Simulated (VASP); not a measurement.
Here is a VASP 6.6.1 calculation.

POSCAR

```
NaH
1.0
    0.0000000000      2.3169084033      2.4116699570
    2.3169084033      0.0000000000      2.4116699570
    2.3169084033      2.3169084033      0.0000000000
Na H
1 1
Direct
    0.0000000000      0.0000000000      0.0000000000
    0.5000000000      0.5000000000      0.5000000000
```

The input INCAR.step1:

```
PREC     = Accurate       # precision mode
ENCUT    = 520            # plane-wave cutoff, eV
ISMEAR   = -1             # smearing method
SIGMA    = 0.2            # smearing width, eV
LREAL    = False          # projectors in reciprocal space
LASPH    = True           # aspherical terms in the spheres
NELM     = 80             # most SCF steps
NBANDS   = 11             # bands
GGA      = PE             # functional
ALGO     = Normal         # electronic algorithm
EDIFF    = 1E-4           # SCF threshold, eV
LWAVE    = True           # write WAVECAR
LCHARG   = False          # write CHGCAR
```

INCAR.step2

```
PREC     = Accurate       # precision mode
ENCUT    = 520            # plane-wave cutoff, eV
EDIFF    = 1E-6           # SCF threshold, eV
ISMEAR   = -1             # smearing method
SIGMA    = 0.2            # smearing width, eV
LREAL    = False          # projectors in reciprocal space
LASPH    = True           # aspherical terms in the spheres
NELM     = 80             # most SCF steps
ALGO     = Normal         # electronic algorithm
ISIF     = 2              # what is computed and relaxed
LWAVE    = False          # write WAVECAR
LCHARG   = False          # write CHGCAR
METAGGA  = R2SCAN         # meta-GGA
LMIXTAU  = True         
NBANDS   = 11             # bands
ISTART   = 1
```

File KPOINTS:

```
regular mesh
0
Gamma
  10 10 10
```

Potentials or basis: VASP PAW PBE potentials, release 64 (Na_pv, H).

Command:

```console
$ cat potpaw_PBE.64/Na_pv/POTCAR potpaw_PBE.64/H/POTCAR > POTCAR
$ cp INCAR.step1 INCAR
$ mpirun -np 1 vasp_std > vasp.out
$ cp INCAR.step2 INCAR
$ mpirun -np 1 vasp_std > vasp.out
```

(1) What does it give for the band gap on the k mesh?

(2) Estimate the pressure.

Answers

(1) 4.51 eV, indirect (least direct gap 5.37 eV).

(2) 1.6 GPa.

Caveat: the PAW data sets were made with another functional, which shifts forces and pressure a little.
